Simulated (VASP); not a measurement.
Wanted: the native input for a VASP 6.6.1 run.

```yaml
Task: relaxation of cell and atoms
Functional: PBEsol
Potentials_or_basis: VASP PAW PBE potentials, release 64 (Al)
Cutoff: 600 eV
k_mesh: 10 × 10 × 3
Occupations: fermi-dirac, width 0.1 eV
Spin: no spin polarisation
Dipole_correction: no
Further_INCAR_settings: ALGO = Normal; EDIFF = 1e-06; IBRION = 2; EDIFFG = -0.01; NSW = 80; ISIF = 3
```

The structure of Al lies in POSCAR:

```
Al
1.0
    2.8270770000      0.0000000000      0.0000000000
   -1.4135385000      2.4483205005      0.0000000000
    0.0000000000      0.0000000000      9.1859930000
Al
4
Direct
    0.0000000000      0.0000000000      0.0000000000
    0.0000000000      0.0000000000      0.5000000000
    0.3333333333      0.6666666667      0.2500000000
    0.6666666667      0.3333333333      0.7500000000
```

This isn't the form of Al at room conditions, which is fcc.

These files were run (other wordings do the same):

INCAR

```
SYSTEM = Al
ALGO     = Normal         ! electronic algorithm
EDIFF    = 1E-6           ! SCF threshold, eV
EDIFFG   = -0.01          ! ionic threshold
ENCUT    = 600            ! plane-wave cutoff, eV
GGA      = PS             ! functional
IBRION   = 2              ! ionic algorithm
ISIF     = 3              ! what is computed and relaxed
ISMEAR   = -1             ! smearing method
LASPH    = .TRUE.         ! aspherical terms in the spheres
LCHARG   = .FALSE.        ! write CHGCAR
LREAL    = .FALSE.        ! projectors in reciprocal space
LWAVE    = .FALSE.        ! write WAVECAR
NELM     = 100            ! most SCF steps
NSW      = 80             ! ionic steps
PREC     = Accurate       ! precision mode
SIGMA    = 0.1            ! smearing width, eV
```

KPOINTS

```
k-points
0
G
  10 10 3
  0 0 0
```

Potentials or basis: VASP PAW PBE potentials, release 64 (Al).

Run with:

```console
$ cat potpaw_PBE.64/Al/POTCAR > POTCAR
$ mpirun -np 1 vasp_std > vasp.out
```

It gave:

```
Relaxed volume                        : 16.23 Å³/atom
Relaxed cell                          : a = 2.834 Å, b = 2.834 Å, c = 9.338 Å, α = 90.00°, β = 90.00°, γ = 120.00°
Space group after relaxing (to 0.1 Å) : P6_3/mmc (No. 194)
Energy gained by relaxing             : 3.2 meV/atom
Ionic steps                           : 4
Pressure after relaxing               : 0.0 GPa
Band gap on the k mesh                : zero (bands 6 and 7 overlap by 5.14 eV)
```

Caveat: the PAW data sets were made with another functional, which shifts forces and pressure a little.

Run time: 110 s on 1 thread of Intel Xeon 8259CL (shared host), peak memory 0.2 GiB.
